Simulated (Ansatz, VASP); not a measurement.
## KCd2P2: VASP beside Ansatz

File INCAR:

```
SYSTEM = KCd2P2
  ALGO = Normal
  EDIFF = 1E-7
  ENCUT = 520
  GGA = PE
  ISIF = 2
  ISMEAR = 0
  LASPH = .TRUE.
  LCHARG = .TRUE.
  LELF = .TRUE.
  LREAL = .FALSE.
  LVHAR = .TRUE.
  LWAVE = .FALSE.
  NBANDS = 54
  NELM = 80
  PREC = Accurate
  SIGMA = 0.2
```

KPOINTS

```
k-points
0
G
  6 4 4
  0 0 0
```

POSCAR

```
KCd2P2
1.0
    2.1794309143     -3.7748851329      0.0000000000
   -6.5382928430     -3.7748850752      0.0000000000
    0.0000000000      0.0000000000     -8.0069019000
K Cd P
2 4 4
Direct
    0.0000000000      0.0000000000      0.0000000000
    0.5000000000      0.5000000000      0.0000000000
    0.5000000000      0.8333333333      0.3715610000
    0.0000000000      0.3333333333      0.3715610000
    0.0000000000      0.6666666667      0.6284390000
    0.5000000000      0.1666666667      0.6284390000
    0.5000000000      0.8333333333      0.7173010000
    0.0000000000      0.3333333333      0.7173010000
    0.0000000000      0.6666666667      0.2826990000
    0.5000000000      0.1666666667      0.2826990000
```

Input for Ansatz:

```yaml
crystal:
  lattice:
    - [2.1794309143, -3.7748851329, 0.0]
    - [-6.538292843, -3.7748850752, 0.0]
    - [0.0, 0.0, -8.0069019]
  atoms:
    - { symbol: K, position: [0.0, 0.0, 0.0] }
    - { symbol: K, position: [0.5, 0.5, 0.0] }
    - { symbol: Cd, position: [0.5, 0.8333333333, 0.371561] }
    - { symbol: Cd, position: [0.0, 0.3333333333, 0.371561] }
    - { symbol: Cd, position: [0.0, 0.6666666667, 0.628439] }
    - { symbol: Cd, position: [0.5, 0.1666666667, 0.628439] }
    - { symbol: P, position: [0.5, 0.8333333333, 0.717301] }
    - { symbol: P, position: [0.0, 0.3333333333, 0.717301] }
    - { symbol: P, position: [0.0, 0.6666666667, 0.282699] }
    - { symbol: P, position: [0.5, 0.1666666667, 0.282699] }
basis:
  ecutwfc: 420
kpoints:
  mp_grid: { grid: [6, 4, 4] }
hamiltonian:
  xc: pbe
scf:
  occupations: { method: gaussian, width: 0.2 }
  lower_state_search: "off"
output:
  forces: true
  stress: true
  eigenvalues: true
```

Alike in both runs: task single point; functional PBE; k mesh 6 × 4 × 4; occupations gaussian, width 0.2 eV; no spin polarisation.

|  | VASP | Ansatz |
| --- | --- | --- |
| version | VASP 6.6.1 | Ansatz 0.2.0 |
| potentials or method | VASP PAW PBE potentials, release 64 (K_sv, Cd, P), cutoff 520 eV | scalar-relativistic, plane waves, PAW |
| valence electrons in the cell | 86 | 118 |

Ansatz gave:

* gap on the k mesh at the Fermi level (eV): none
* pressure (GPa): 0.0
* traceless stress, the component that is largest in VASP (GPa): -0.05
* rms of the force components (eV/Å): 0.010

Problem. What did VASP give for the same quantities?

Solution. gap on the k mesh at the Fermi level (eV): none; pressure (GPa): 0.2; traceless stress, the component that is largest in VASP (GPa): -0.08; rms of the force components (eV/Å): 0.013.

Atom by atom the forces differ by 0.011 eV/Å (rms over components). A gap of «none» marks a metal or a gap that the smearing closes. VASP's potentials hold 86 valence electrons a cell and Ansatz's 118, so a difference there can come from the potentials and not from the codes.
